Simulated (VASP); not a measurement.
## CdS (kscan): single point with r2SCAN

Crystal: CdS (kscan).

```
CELL_PARAMETERS angstrom
0.00000 2.93934 2.93934
2.93934 0.00000 2.93934
2.93934 2.93934 0.00000
ATOMIC_POSITIONS crystal
Cd 0.00000 0.00000 0.00000
S 0.75000 0.75000 0.75000
```

| Item | Value |
| --- | --- |
| Program | VASP 6.6.1 |
| Task | single point |
| Functional | r2SCAN |
| Potentials or basis | VASP PAW PBE potentials, release 64 (Cd, S) |
| Cutoff | 520 eV |
| k mesh | 8 × 8 × 8 |
| Occupations | gaussian, width 0.02 eV |
| Spin | no spin polarisation |
| Dipole correction | no |
| Further INCAR settings | ALGO = Normal; EDIFF = 1e-07; NBANDS = 16 |

```json
{
  "Pressure": "0.3 GPa",
  "Band gap on the k mesh": "1.54 eV, direct"
}
```

Levels at points of the mesh, in eV from the valence-band top:
| k point | band 5 | band 6 | band 7 | band 8 | band 9 | band 10 | band 11 | band 12 | band 13 | band 14 |
| --- | --- | --- | --- | --- | --- | --- | --- | --- | --- | --- |
| (0.00, 0.00, 0.00) | -7.41 | -7.41 | 0.00 | 0.00 | 0.00 | 1.54 | 7.08 | 7.08 | 7.08 | 11.82 |
| (0.50, 0.00, 0.00) | -7.37 | -7.04 | -4.32 | -0.73 | -0.73 | 3.44 | 7.48 | 7.48 | 7.83 | 11.49 |
| (0.50, 0.50, 0.00) | -7.32 | -6.97 | -3.87 | -1.84 | -1.84 | 3.88 | 4.73 | 9.69 | 11.40 | 11.40 |

Wall time 2.3 min on 1 thread of AMD EPYC 7R43 64-Core Processor (Zen 3) (shared host), peak memory 0.15 GiB.

Caveat: the PAW data sets were made with another functional, which shifts forces and pressure a little. r2SCAN opens gaps a little over a GGA but as a rule still falls short of measured ones.
